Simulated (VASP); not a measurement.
A run of VASP 6.6.1:

The input INCAR:

```
SYSTEM = Re
PREC     = Accurate       ! precision mode
ENCUT    = 520            ! plane-wave cutoff, eV
EDIFF    = 1E-6           ! SCF threshold, eV
ISMEAR   = -1             ! smearing method
SIGMA    = 0.1            ! smearing width, eV
LREAL    = .False.        ! projectors in reciprocal space
LASPH    = .True.         ! aspherical terms in the spheres
NELM     = 100            ! most SCF steps
ALGO     = Normal         ! electronic algorithm
ISIF     = 2              ! what is computed and relaxed
LWAVE    = .False.        ! write WAVECAR
LCHARG   = .False.        ! write CHGCAR
GGA      = CA             ! functional
NBANDS   = 10             ! bands
```

KPOINTS

```
regular mesh
0
Gamma
  17 17 17
  0 0 0
```

File POSCAR:

```
Re
1.0
    0.0000000000      1.9382981816      1.9382981816
    1.9382981816      0.0000000000      1.9382981816
    1.9382981816      1.9382981816      0.0000000000
Re
1
Direct
    0.0000000000      0.0000000000      0.0000000000
```

Potentials or basis: VASP PAW LDA potentials, release 64 (Re).

Launch:

```bash
$ cat potpaw_LDA.64/Re/POTCAR > POTCAR
$ mpirun -np 1 vasp_std > vasp.out
```

Hardware: 1 thread of Intel Xeon 8259CL (shared host).

**Question.** Estimate the wall time of this run.

**Answer.** It took 34 s on 1 thread of Intel Xeon 8259CL, on a shared host, peak memory 0.14 GiB. Counts: scf iterations 11, k points 165.
